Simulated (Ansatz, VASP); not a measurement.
**Two plane-wave programs on Sb2Se3**

```
Sb Se
1.0
    11.65230    0.00000    0.00000
     0.00000    3.92238    0.00000
     0.00000    0.00000   11.62000
Sb Se
8 12
Direct
  0.02557 0.25000 0.32835
  0.97443 0.75000 0.67165
  0.47443 0.75000 0.82835
  0.52557 0.25000 0.17165
  0.14878 0.75000 0.03905
  0.85122 0.25000 0.96095
  0.35122 0.25000 0.53905
  0.64878 0.75000 0.46095
  0.05538 0.25000 0.86894
  0.94462 0.75000 0.13106
  0.44462 0.75000 0.36894
  0.55538 0.25000 0.63106
  0.12890 0.75000 0.44750
  0.87110 0.25000 0.55250
  0.37110 0.25000 0.94750
  0.62890 0.75000 0.05250
  0.21516 0.25000 0.19575
  0.78484 0.75000 0.80425
  0.28484 0.75000 0.69575
  0.71516 0.25000 0.30425
```

Change from the starting cell: x and y stretched by -1 %.

Alike in both runs: task electric field gradients; functional PBE; k mesh 3 × 7 × 3; occupations fermi-dirac, width 0.02 eV; no spin polarisation.

```csv
,VASP,Ansatz
version,VASP 6.6.1,Ansatz 0.2.0
potentials or method,"VASP PAW PBE potentials, release 64 (Sb, Se)","plane-wave PAW, scalar-relativistic"
plane-wave cutoff (eV),520,420
valence electrons in the cell,112,312
```

|  | VASP | Ansatz | Ansatz less VASP |
| --- | --- | --- | --- |
| gap on the k mesh at the Fermi level (eV) | 0.92 | 0.93 | +0.009 |
| pressure (GPa) | 3.2 | 3.2 | -0.03 |
| traceless stress, the component that is largest in VASP (GPa) | -0.83 | -0.83 | +0.008 |
| rms of the force components (eV/Å) | 0.101 | 0.085 | -0.0164 |
| size of Vzz on the site where it differs most (V/Å²) | 257.5 | 267.1 | +9.58 |

Atom by atom the forces differ by 0.017 eV/Å (rms over components). With one functional, cell and mesh, what is left measures potentials, basis and numerics. VASP's potentials hold 112 valence electrons a cell and Ansatz's 312, so a difference there can come from the potentials and not from the codes.

Spin-orbit coupling is off throughout.
